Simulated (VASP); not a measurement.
Input of a VASP 6.6.1 run:

INCAR

```
SYSTEM = InSe
  PREC = Accurate
  ENCUT = 520
  EDIFF = 1E-6
  ISMEAR = -1
  SIGMA = 0.05
  LREAL = .FALSE.
  LASPH = .TRUE.
  NELM = 80
  ALGO = Normal
  ISIF = 2
  LWAVE = .FALSE.
  LCHARG = .FALSE.
  GGA = PS
  IVDW = 12
  NBANDS = 27
```

KPOINTS

```
Automatic mesh
0
G
  8 8 8
  0 0 0
```

POSCAR

```
InSe
1.0
    2.0263188076      1.1698957091      8.5510653682
   -2.0263188076      1.1698957091      8.5510653682
    0.0000000000     -2.3397914182      8.5510653682
In Se
2 2
Direct
    0.8886000000      0.8886000000      0.8886000000
    0.0000000000      0.0000000000      0.0000000000
    0.1719000000      0.1719000000      0.1719000000
    0.3835000000      0.3835000000      0.3835000000
```

Potentials or basis: VASP PAW PBE potentials, release 64 (In_d, Se).

Command:

```sh
$ cat potpaw_PBE.64/In_d/POTCAR potpaw_PBE.64/Se/POTCAR > POTCAR
$ mpirun -np 1 vasp_std > vasp.out
```

Problem. What does it give for the largest force?

Solution. 0.193 eV/Å.

Problem. Estimate the band gap on the k mesh.

Solution. 0.24 eV.

Problem. What does it give for the dispersion energy per atom?

Solution. -0.278 eV.

Forces in eV/Å, atoms in the order of the input:
```
In   0.000  0.000  0.154
In   0.000  0.000 -0.133
Se   0.000  0.000  0.173
Se   0.000  0.000 -0.193
```

Caveat: the cell stands under tension; semilocal functionals underestimate gaps, and a narrow one can read as zero; the PAW data sets were made with another functional, which shifts forces and pressure a little; spin-orbit coupling is left out, which moves the levels of the heavy elements. A k mesh can miss the band edges.
